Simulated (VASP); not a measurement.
# Ni (Fm-3m) in VASP: single point with PBEsol+D3(BJ)

Aim: the single point of Ni with PBEsol+D3(BJ).

All numbers are computed with VASP 6.6.1; they aren't measurements. Logs are shortened: lines on timing, memory, paths and dates and some standing lists are left out, and cuts for length are marked.

**1. The cell of the first run**

The structure is cubic, space group Fm-3m (No. 225). Conventional cell: a = 3.524 Å, b = 3.524 Å, c = 3.524 Å, α = 90.00°, β = 90.00°, γ = 90.00°. Within 3.3 Å of Ni (site symmetry m-3m) lie 12 Ni at 2.49 Å.

**2. Single point, PBEsol+D3(BJ), collinear spin, ferromagnetic start**

File INCAR:

```
  PREC = Accurate
  ENCUT = 520
  EDIFF = 1E-6
  ISMEAR = -1
  SIGMA = 0.01
  LREAL = F
  LASPH = T
  NELM = 150
  ALGO = Normal
  ISIF = 2
  LWAVE = F
  LCHARG = F
  ISPIN = 2
  MAGMOM = 1.82
  LORBIT = 11
  NUPDOWN = 1.8
  LMAXMIX = 4
  GGA = PS
  IVDW = 12
  ISYM = 0
  NBANDS = 15
```

File KPOINTS:

```
Automatic mesh
0
Gamma
  14 14 14
  0.5 0.5 0.5
```

File POSCAR:

```
Ni
1.0
    0.0000000000      1.7619350000      1.7619350000
    1.7619350000      0.0000000000      1.7619350000
    1.7619350000      1.7619350000      0.0000000000
Ni
1
Direct
    0.0000000000      0.0000000000      0.0000000000
```

Potentials or basis: VASP PAW PBE potentials, release 64 (Ni).

The run is started by

```
> cat potpaw_PBE.64/Ni/POTCAR > POTCAR
> mpirun -np 1 vasp_std > vasp.out
```

OUTCAR:

```text
PREC = Accurate
   ENCUT = 520
   EDIFF = 1E-6
   ISMEAR = -1
   LREAL = F
   LASPH = T
   NELM = 150
   ISIF = 2
   ISPIN = 2
   LORBIT = 11
   NUPDOWN = 1.8
   GGA = PS
   IVDW = 12
   ISYM = 0
 IVDW          = 12

 ion  position               nearest neighbor table
   1  0.000  0.000  0.000-

IMPORTANT INFORMATION: All symmetrisations will be switched off!
NOSYMM: (Re-)initialisation of all symmetry stuff for point group C_1.

----------------------------------------------------------------------------------------

                                     Primitive cell

  volume of cell :      10.9396

  direct lattice vectors                    reciprocal lattice vectors
     0.000000000  1.761935000  1.761935000    -0.283778914  0.283778914  0.283778914
     1.761935000  0.000000000  1.761935000     0.283778914 -0.283778914  0.283778914
     1.761935000  1.761935000  0.000000000     0.283778914  0.283778914 -0.283778914

  length of vectors
     2.491752373  2.491752373  2.491752373     0.491519496  0.491519496  0.491519496

  position of ions in fractional coordinates (direct lattice)
     0.000000000  0.000000000  0.000000000

  ion indices of the primitive-cell ions
   primitive index   ion index
                 1           1

----------------------------------------------------------------------------------------

 KPOINTS: Automatic mesh

Automatic generation of k-mesh.
 Grid dimensions read from file:
 generate k-points for:   14   14   14

 Generating k-lattice:

  Cartesian coordinates                     Fractional coordinates (reciprocal lattice)
    -0.020269922  0.020269922  0.020269922     0.071428571  0.000000000  0.000000000
     0.020269922 -0.020269922  0.020269922     0.000000000  0.071428571  0.000000000
     0.020269922  0.020269922 -0.020269922     0.000000000  0.000000000  0.071428571

  Length of vectors
     0.035108535  0.035108535  0.035108535

  Shift w.r.t. Gamma in fractional coordinates (k-lattice)
     0.500000000  0.500000000  0.500000000

 Subroutine IBZKPT returns following result:
 ===========================================

 Found   5488 irreducible k-points:

 Following reciprocal coordinates:
            Coordinates               Weight
  0.035714  0.035714  0.035714      2.000000
  0.035714  0.000000  0.000000      2.000000
  0.000000  0.000000 -0.035714      2.000000
  0.000000  0.035714  0.000000      2.000000
  0.107143  0.035714  0.035714      2.000000
  0.035714  0.107143  0.035714      2.000000
[... 16 lines left out ...]
  0.000000  0.142857 -0.035714      2.000000
  0.142857  0.000000 -0.035714      2.000000
 [... further k-points ...]
   k-points           NKPTS =   5488   k-points in BZ     NKDIM =   5488   number of bands    NBANDS=     15
   number of dos      NEDOS =    301   number of ions     NIONS =      1
   total plane-waves  NPLWV =   8000
   dimension x,y,z NGX =    20 NGY =   20 NGZ =   20
   dimension x,y,z NGXF=    40 NGYF=   40 NGZF=   40
   ions per type =               1
   NGX,Y,Z   is equivalent  to a cutoff of  13.34, 13.34, 13.34 a.u.
   NGXF,Y,Z  is equivalent  to a cutoff of  26.69, 26.69, 26.69 a.u.
 SYSTEM =  unknown system
   PREC   = accura    normal or accurate (medium, high low for compatibility)
   ISTART =      0    job   : 0-new  1-cont  2-samecut
   ICHARG =      2    charge: 1-file 2-atom 10-const
   ISPIN  =      2    spin polarized calculation?
   LNONCOLLINEAR =      F non collinear calculations
   LSORBIT =      F    spin-orbit coupling
   LASPH  =      T    aspherical Exc in radial PAW
   ENCUT  =  520.0 eV  38.22 Ry    6.18 a.u.   4.63  4.63  4.63*2*pi/ulx,y,z
   NELM   =    150;   NELMIN=  2; NELMDL= -5     # of ELM steps
   EDIFF  = 0.1E-05   stopping-criterion for ELM
   LREAL  =      F    real-space projection
   EDIFFG = 0.1E-04   stopping-criterion for IOM
   NSW    =      0    number of steps for IOM
   IBRION =     -1    ionic relax: 0-MD 1-quasi-New 2-CG
   NFREE  =      0    steps in history (QN), initial steepest desc. (CG)
   ISIF   =      2    stress and relaxation
   ISYM   =      0    0-nonsym 1-usesym 2-fastsym
   POTIM  = 0.5000    time-step for ionic-motion
   TEBEG  =    0.0;   TEEND  =   0.0 temperature during run
   PSTRESS=    0.0 pullay stress
   NELECT =      10.0000    total number of electrons
   NUPDOWN=       1.8000    fix difference up-down
   EMIN   =  10.00;   EMAX   =-10.00  energy-range for DOS
   EFERMI =   0.00;   METHOD = LEGACY
   ISMEAR =    -1;   SIGMA  =   0.01  broadening in eV -4-tet -1-fermi 0-gaus
   EFERMI_NEDOS =   21; number of points for ismear=-14 and -15
   IALGO  =     38    algorithm
   IMIX   =      4    mixing-type and parameters
     AMIX     =   0.40;   BMIX     =  1.00
     AMIX_MAG =   1.60;   BMIX_MAG =  1.00
  volume/ion in A,a.u.               =      10.94        73.82
  Fermi-wavevector in a.u.,A,eV,Ry     =   1.588821  3.002436 34.345893  2.524352
  Thomas-Fermi vector in A             =   2.687765
   LORBIT       =     11    0 simple, 1 ext, 2 COOP (PROOUT), +10 PAW based schemes
   GGA     = PS    functional components
   LHFCALC =     F    Hartree Fock is set to
   AEXX    =    0.0000 exact exchange contribution
   IVDW    =    12    specifies the selected vdW correction
   LEPSILON=     F    determine dielectric tensor
   LRPA    =     F    only Hartree local field effects (RPA)
 spin polarized calculation
  energy-cutoff  :      520.00
  volume of cell :       10.94
 maximum number of plane-waves:       305
   NGX =  9   NGY =  9   NGZ =  9

 number of electron      10.0000010 magnetization       1.8000083

 Free energy of the ion-electron system (eV)
  ---------------------------------------------------
  ext. energy  EPLUGINS =         0.00000000
  ---------------------------------------------------
  free energy    TOTEN  =        -4.93112470 eV

  energy without entropy =       -4.93072257  energy(sigma->0) =       -4.93092363

 E-fermi :   8.4105     XC(G=0): -13.4750

 val. band max:       13.1200634184   @ k =  -0.3571  -0.1786   0.2857
 cond. band min:       8.4110482951   @ k =   0.4643   0.1071  -0.3214
 fundamental gap:     -4.7090151233
 Fermi energy:        13.1249721613

 spin component 1

 k-point     1 :       0.0357    0.0357    0.0357
  band No.  band energies     occupation
      1      -0.2027      1.00000
      2       5.5802      1.00000
      3       5.6025      1.00000
      4       5.6025      1.00000
      5       6.6233      1.00000
      6       6.6233      1.00000
      7      32.3105      0.00000
      8      35.3376      0.00000
      9      36.0510      0.00000
     10      36.0510      0.00000
     11      39.1334      0.00000
     12      39.1334      0.00000
     13      39.6128      0.00000
     14      42.5785      0.00000
     15      47.6121      0.00000

 k-point     2 :       0.0357    0.0000    0.0000
  band No.  band energies     occupation
      1      -0.2027      1.00000
      2       5.5802      1.00000
      3       5.6025      1.00000
      4       5.6025      1.00000
      5       6.6233      1.00000
      6       6.6233      1.00000
      7      32.3105      0.00000
      8      35.3376      0.00000
      9      36.0510      0.00000
     10      36.0510      0.00000
     11      39.1334      0.00000
     12      39.1334      0.00000
     13      39.6128      0.00000
     14      42.5785      0.00000
     15      47.6121      0.00000

 k-point     3 :       0.0000    0.0000   -0.0357
  band No.  band energies     occupation
      1      -0.2027      1.00000
      2       5.5802      1.00000
      3       5.6025      1.00000
      4       5.6025      1.00000
      5       6.6233      1.00000
      6       6.6233      1.00000
      7      32.3105      0.00000
      8      35.3376      0.00000
      9      36.0510      0.00000
     10      36.0510      0.00000
     11      39.1334      0.00000
     12      39.1334      0.00000
     13      39.6128      0.00000
     14      42.5785      0.00000
     15      47.6121      0.00000
[... 343 lines left out ...]
 k-point    23 :       0.0000    0.1429   -0.0357
  band No.  band energies     occupation
      1       0.6954      1.00000
      2       5.4013      1.00000
      3       5.7554      1.00000
      4       5.7611      1.00000
      5       6.5271      1.00000
      6       6.6493      1.00000
      7      27.8515      0.00000
      8      32.3207      0.00000
      9      34.5317      0.00000
     10      35.9028      0.00000
     11      39.4582      0.00000
     12      40.2517      0.00000
     13      42.5979      0.00000
     14      43.0800      0.00000
     15      45.3868      0.00000

 k-point    24 :       0.1429    0.0000   -0.0357
  band No.  band energies     occupation
      1       0.6954      1.00000
      2       5.4013      1.00000
      3       5.7554      1.00000
      4       5.7611      1.00000
      5       6.5271      1.00000
      6       6.6493      1.00000
      7      27.8515      0.00000
      8      32.3207      0.00000
      9      34.5317      0.00000
     10      35.9028      0.00000
     11      39.4582      0.00000
     12      40.2517      0.00000
     13      42.5979      0.00000
     14      43.0800      0.00000
     15      45.3868      0.00000

 [... further k-points ...]

 Fermi energy:         8.4105172076

 spin component 2

 k-point     1 :       0.0357    0.0357    0.0357
  band No.  band energies     occupation
      1       0.4856      1.00000
      2       7.1966      1.00000
      3       7.2215      1.00000
      4       7.2215      1.00000
      5       8.2314      1.00000
      6       8.2314      1.00000
      7      32.9509      0.00000
      8      36.0710      0.00000
      9      36.7772      0.00000
     10      36.7772      0.00000
     11      39.9941      0.00000
     12      39.9941      0.00000
     13      40.4373      0.00000
     14      43.2373      0.00000
     15      48.4753      0.00000

 k-point     2 :       0.0357    0.0000    0.0000
  band No.  band energies     occupation
      1       0.4856      1.00000
      2       7.1966      1.00000
      3       7.2215      1.00000
      4       7.2215      1.00000
      5       8.2314      1.00000
      6       8.2314      1.00000
      7      32.9509      0.00000
      8      36.0710      0.00000
      9      36.7772      0.00000
     10      36.7772      0.00000
     11      39.9941      0.00000
     12      39.9941      0.00000
     13      40.4373      0.00000
     14      43.2373      0.00000
     15      48.4753      0.00000

 k-point     3 :       0.0000    0.0000   -0.0357
  band No.  band energies     occupation
      1       0.4856      1.00000
      2       7.1966      1.00000
      3       7.2215      1.00000
      4       7.2215      1.00000
      5       8.2314      1.00000
      6       8.2314      1.00000
      7      32.9509      0.00000
      8      36.0710      0.00000
      9      36.7772      0.00000
     10      36.7772      0.00000
     11      39.9941      0.00000
     12      39.9941      0.00000
     13      40.4373      0.00000
     14      43.2373      0.00000
     15      48.4753      0.00000
[... 343 lines left out ...]
 k-point    23 :       0.0000    0.1429   -0.0357
  band No.  band energies     occupation
      1       1.3892      1.00000
      2       6.9831      1.00000
      3       7.3815      1.00000
      4       7.3817      1.00000
      5       8.1281      1.00000
      6       8.2621      1.00000
      7      28.6888      0.00000
      8      33.0554      0.00000
      9      35.2590      0.00000
     10      36.6943      0.00000
     11      40.1590      0.00000
     12      41.0184      0.00000
     13      43.3028      0.00000
     14      43.9730      0.00000
     15      46.3084      0.00000

 k-point    24 :       0.1429    0.0000   -0.0357
  band No.  band energies     occupation
      1       1.3892      1.00000
      2       6.9831      1.00000
      3       7.3815      1.00000
      4       7.3817      1.00000
      5       8.1281      1.00000
      6       8.2621      1.00000
      7      28.6888      0.00000
      8      33.0554      0.00000
      9      35.2590      0.00000
     10      36.6943      0.00000
     11      40.1590      0.00000
     12      41.0184      0.00000
     13      43.3028      0.00000
     14      43.9730      0.00000
     15      46.3084      0.00000

 [... further k-points ...]

------------------------ aborting loop because EDIFF is reached ----------------------------------------

 Edisp (eV)   -0.41515

 E8    (eV) :    -0.2721

  FORCE on cell =-STRESS in cart. coord.  units (eV):
  Direction    XX          YY          ZZ          XY          YZ          ZX
  --------------------------------------------------------------------------------------
  -------------------------------------------------------------------------------------
  Total       0.17223     0.17223     0.17223     0.00001     0.00001     0.00001
  in kB      25.22392    25.22401    25.22408     0.00078     0.00075     0.00077
  external pressure =       25.22 kB  Pullay stress =        0.00 kB

 VOLUME and BASIS-vectors are now :
 -----------------------------------------------------------------------------
  energy-cutoff  :      520.00
  volume of cell :       10.94
      direct lattice vectors                 reciprocal lattice vectors
     0.000000000  1.761935000  1.761935000    -0.283778914  0.283778914  0.283778914
     1.761935000  0.000000000  1.761935000     0.283778914 -0.283778914  0.283778914
     1.761935000  1.761935000  0.000000000     0.283778914  0.283778914 -0.283778914

 POSITION                                       TOTAL-FORCE (eV/Angst)
 -----------------------------------------------------------------------------------
      0.00000      0.00000      0.00000         0.000000      0.000000     -0.000000
 -----------------------------------------------------------------------------------
    total drift:                                0.000000      0.000000     -0.000000

  FREE ENERGIE OF THE ION-ELECTRON SYSTEM (eV)
  ---------------------------------------------------
  free  energy   TOTEN  =        -5.3462709429 eV

  energy  without entropy=       -5.3458688109  energy(sigma->0) =       -5.34606988

 total charge

# of ion       s       p       d       tot
------------------------------------------
    1        0.533   0.633   8.083   9.249

 magnetization (x)

# of ion       s       p       d       tot
------------------------------------------
    1        0.054   0.182   1.467   1.703
```

It took 21 min on 1 thread of Intel Xeon Platinum 8488C (Sapphire Rapids), shared host; peak memory 1.3 GiB.

Results:

- Free energy: -5.3463 eV
- Pressure: 2.5 GPa
- Net moment: 1.80 μB per cell
- Site moments: Ni +1.70 μB
- Valence electrons inside the program's atomic spheres: Ni 9.25
- Dispersion energy per atom: -0.415 eV

Caveat: three body term missing; the PAW data sets were made with another functional, which shifts forces and pressure a little; the total moment is fixed, so each spin has its own Fermi level and the state may be an excited one.
